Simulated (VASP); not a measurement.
Here is a VASP 6.6.1 calculation.

The input INCAR:

```
PREC = Accurate
ENCUT = 520
EDIFF = 1E-7
ISMEAR = 0
SIGMA = 0.05
LREAL = F
LASPH = T
NELM = 100
ALGO = Normal
ISIF = 2
LWAVE = F
LCHARG = T
GGA = PS
LELF = T
LVHAR = T
NBANDS = 20
```

The input KPOINTS:

```
Automatic mesh
0
Gamma
  12 12 2
```

File POSCAR:

```
WS2
1.0
    3.4381976636      0.0000000000      0.0000000000
   -1.7190988318      2.9775665199      0.0000000000
    0.0000000000      0.0000000000     18.3066241212
W S
1 2
Direct
    0.3333333333      0.6666666667      0.0000000000
    0.6666666667      0.3333333333      0.9079994900
    0.6666666667      0.3333333333      0.0920005100
```

Potentials or basis: VASP PAW PBE potentials, release 64 (W_sv, S).

Run with:

```console
$ cat potpaw_PBE.64/W_sv/POTCAR potpaw_PBE.64/S/POTCAR > POTCAR
$ mpirun -np 1 vasp_std > vasp.out
```

(1) Estimate the largest force.

(2) What does it give for the band gap on the k mesh?

Results:

(1) 3.020 eV/Å.

(2) 1.27 eV, indirect (least direct gap 1.30 eV).

Caveat: the cell differs from its parent crystal (strain +0.080 along x and y, +0.080 along z); the PAW data sets were made with another functional, which shifts forces and pressure a little; spin-orbit coupling is left out, which moves the levels of the heavy elements.
